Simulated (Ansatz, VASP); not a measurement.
**Two plane-wave programs on MgF2**

File POSCAR:

```
MgF2
1.0
    4.6220159946      0.0000000000      0.0000000000
    0.0000000000      4.6220159946      0.0000000000
    0.0000000000      0.0000000000      3.0461117595
Mg F
2 4
Direct
    0.0000000000      0.0000000000      0.0000000000
    0.5000000000      0.5000000000      0.5000000000
    0.3029505751      0.3029505751      0.0000000000
    0.1970494249      0.8029505751      0.5000000000
    0.8029505751      0.1970494249      0.5000000000
    0.6970494249      0.6970494249      0.0000000000
```

Contents of INCAR.step1:

```
ALGO = Normal
EDIFF = 1E-5
ENCUT = 660
GGA = PE
GGA_COMPAT = False
ISMEAR = 0
LASPH = True
LCHARG = False
LREAL = False
LWAVE = True
NBANDS = 25
NELM = 120
PREC = Accurate
SIGMA = 0.01
```

INCAR.step2

```
ALGO = Normal
EDIFF = 1E-6
ENCUT = 660
GGA_COMPAT = False
ISIF = 2
ISMEAR = 0
ISTART = 1
LASPH = True
LCHARG = False
LMIXTAU = True
LREAL = False
LWAVE = False
METAGGA = R2SCAN
NBANDS = 25
NELM = 120
PREC = Accurate
SIGMA = 0.01
```

The input KPOINTS:

```
k-points
0
Gamma
  6 6 8
```

Input for Ansatz:

```yaml
crystal:
  lattice:
    - [4.6220159946, 0.0, 0.0]
    - [0.0, 4.6220159946, 0.0]
    - [0.0, 0.0, 3.0461117595]
  atoms:
    - { symbol: Mg, position: [0.0, 0.0, 0.0] }
    - { symbol: Mg, position: [0.5, 0.5, 0.5] }
    - { symbol: F, position: [0.3029505751, 0.3029505751, 0.0] }
    - { symbol: F, position: [0.1970494249, 0.8029505751, 0.5] }
    - { symbol: F, position: [0.8029505751, 0.1970494249, 0.5] }
    - { symbol: F, position: [0.6970494249, 0.6970494249, 0.0] }
kpoints:
  mp_grid: { grid: [6, 6, 8] }
  band_path:
    path:
      - [0.0, 0.0, 0.0]
      - [0.0, 0.5, 0.0]
      - [0.5, 0.5, 0.0]
      - [0.0, 0.0, 0.5]
      - [0.0, 0.5, 0.5]
      - [0.5, 0.5, 0.5]
    npoints: 1
hamiltonian:
  xc: r2scan
scf:
  occupations: { method: fixed }
  n_extra_bands: 5
output:
  forces: true
  stress: true
  eigenvalues: true
```

Alike in both runs: task single point; functional r2SCAN; k mesh 6 × 6 × 8; no spin polarisation.

|  | VASP | Ansatz |
| --- | --- | --- |
| version | VASP 6.6.1 | Ansatz 0.2.0 |
| potentials or method | VASP PAW PBE potentials, release 64 (Mg, F) | plane waves, PAW |
| plane-wave cutoff (eV) | 660 | 500 |
| occupations | gaussian, width 0.01 eV | fixed |
| valence electrons in the cell | 32 | 48 |

```tsv
	VASP	Ansatz	Ansatz less VASP
gap on the k mesh at the Fermi level (eV)	8.03	8.07	+0.037
pressure (GPa)	-1.5	0.0	+1.46
traceless stress, the component that is largest in VASP (GPa)	-0.09	0.00	+0.092
rms of the force components (eV/Å)	0.003	0.000	-0.0032
```

VASP's potentials were made for PBE, not for r2SCAN. Atom by atom the forces differ by 0.003 eV/Å (rms over components). VASP's potentials hold 32 valence electrons a cell and Ansatz's 48, so a difference there can come from the potentials and not from the codes.
